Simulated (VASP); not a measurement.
Runs of VASP 6.6.1 on TePt. The structure is hexagonal, space group P-6m2 (No. 187). Conventional cell: a = 3.955 Å, b = 3.955 Å, c = 3.860 Å, α = 90.00°, β = 90.00°, γ = 120.00°. Pt (site symmetry -6m2) has 6 Te at 2.99 Å and 2 Pt at 3.86 Å within 3.9 Å. Within 3.9 Å of Te (site symmetry -6m2) lie 6 Pt at 2.99 Å and 2 Te at 3.86 Å. 

```csv
spin,U,fixed moment (μB),gap on the mesh (eV),pressure (GPa),moment (μB)
"collinear, ferromagnetic start",Pt d U = 7.0 eV,2.0,-,(a),2.00
"collinear, zero start",Pt d U = 7.0 eV,-,none,-19.2,0.00
"collinear, ferromagnetic start",Pt d U = 4.0 eV,-,none,-18.0,0.00
"collinear, ferromagnetic start",Pt d U = 7.0 eV,-,none,-19.2,0.00
```

Alike in all rows: task single point; level LDA+U; potentials or basis VASP PAW LDA potentials, release 64 (Pt, Te); cell as given; k mesh 6 × 6 × 5; cutoff (eV) 500; smearing gaussian 0.05 eV.

Problem. Fill in the values left out.

Solution. (a) -13.1.

Caveats: spin-orbit coupling is left out, which moves the levels of the heavy elements; the U is typed as a test and isn't derived for this compound; the total moment is fixed, so each spin has its own Fermi level (some runs).

A k mesh can miss the band edges, and the runs leave out spin-orbit coupling on Pt, Te.

A gap of «none» marks levels without a gap at the run's occupations.
